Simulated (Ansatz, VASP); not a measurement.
**Two plane-wave programs on Sb**

```
Sb
1.0
     0.00000    2.47601    2.47601
     2.47601    0.00000    2.47601
     2.47601    2.47601    0.00000
Sb
1
Direct
  0.00000 0.00000 0.00000
```

Alike in both runs: task single point; functional BLYP; k mesh 12 × 12 × 12; occupations fermi-dirac, width 0.1 eV; no spin polarisation.

```csv
,VASP,Ansatz
version,VASP 6.6.1,Ansatz 0.2.0
potentials or method,"VASP PAW PBE potentials, release 64 (Sb), cutoff 520 eV","plane waves (420 eV) with PAW, scalar-relativistic"
valence electrons in the cell,5,15
```

|  | VASP | Ansatz | Ansatz less VASP |
| --- | --- | --- | --- |
| pressure (GPa) | 0.2 | 0.1 | -0.12 |

VASP's potentials were made for PBE, not for BLYP. VASP's potentials hold 5 valence electrons a cell and Ansatz's 15, so a difference there can come from the potentials and not from the codes.

Spin-orbit coupling is off throughout.
